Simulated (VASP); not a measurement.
GaN: single point with r2SCAN

The system is GaN.

```
CELL_PARAMETERS angstrom
2.22646 2.22646 0.00000
-2.22646 2.22646 0.00000
0.00000 2.22646 2.26244
ATOMIC_POSITIONS crystal
Ga 0.00000 0.00000 0.00000
N 0.25000 0.75000 0.50000
```

This cell differs from its parent crystal: in-plane strain -0.01.

```json
{
 "Program": "VASP 6.6.1",
 "Task": "single point",
 "Functional": "r2SCAN",
 "Potentials or basis": "VASP PAW PBE potentials, release 64 (Ga_d, N)",
 "Cutoff": "520 eV",
 "k mesh": "10 × 10 × 10",
 "Occupations": "gaussian, width 0.01 eV",
 "Spin": "no spin polarisation",
 "Dipole correction": "no",
 "Further INCAR settings": "ALGO = Normal; EDIFF = 1e-06; NBANDS = 16"
}
```

| Item | Value |
| --- | --- |
| Pressure | 4.0 GPa |
| Band gap on the k mesh | 2.23 eV, direct |

Stress tensor (GPa, compression positive):
```
4.67 0.00 0.00
0.00 4.67 0.00
0.00 0.00 2.51
```

Levels at points of the mesh, in eV from the valence-band top:
```tsv
k point	band 6	band 7	band 8	band 9	band 10	band 11	band 12	band 13
(0.00, 0.00, 0.00)	-13.50	-0.08	0.00	0.00	2.23	11.10	11.10	11.14
(0.50, 0.00, 0.00)	-12.37	-7.32	-1.11	-0.99	5.27	9.53	10.97	11.21
(0.50, 0.50, 0.00)	-11.96	-6.27	-2.93	-2.92	3.71	7.25	12.79	14.91
(0.00, 0.00, 0.50)	-12.05	-6.45	-2.80	-2.80	3.82	7.52	12.55	15.20
```

Wall time 70 s on 1 thread of Intel Xeon 6975P-C, with other jobs on the host, peak memory 0.17 GiB.

Caveat: the cell differs from its parent crystal (in-plane strain -0.01); the PAW data sets were made with another functional, which shifts forces and pressure a little.
